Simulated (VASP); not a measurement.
Crystal: CdTe.

```
CELL_PARAMETERS angstrom
0.00000 3.34555 3.34555
3.34555 0.00000 3.34555
3.34555 3.34555 0.00000
ATOMIC_POSITIONS crystal
Cd 0.00000 0.00000 0.00000
Te 0.25000 0.25000 0.25000
```

This cell differs from its parent crystal: strain +2.0%.

Base run:

```yaml
Program: VASP 6.6.1
Functional: HSE06
Potentials_or_basis: VASP PAW PBE potentials, release 64 (Cd, Te)
Cutoff: 520 eV
k_mesh: 4 × 4 × 4
Occupations: gaussian, width 0.01 eV
Spin: no spin polarisation
```

Its results: band gap on the k mesh 1.25 eV, direct; pressure -1.9 GPa.

**Question.** The run is repeated on the same cell with these changes: functional from HSE06 to PBE. What comes out?

**Answer.** Band gap on the k mesh 0.47 eV, direct; pressure -0.8 GPa.

HSE06 gives the wider gap, since exact exchange removes part of the self-interaction.

Caveats: spin-orbit coupling is left out, which moves the levels of the heavy elements; the PAW data sets were made with another functional, which shifts forces and pressure a little (some runs).

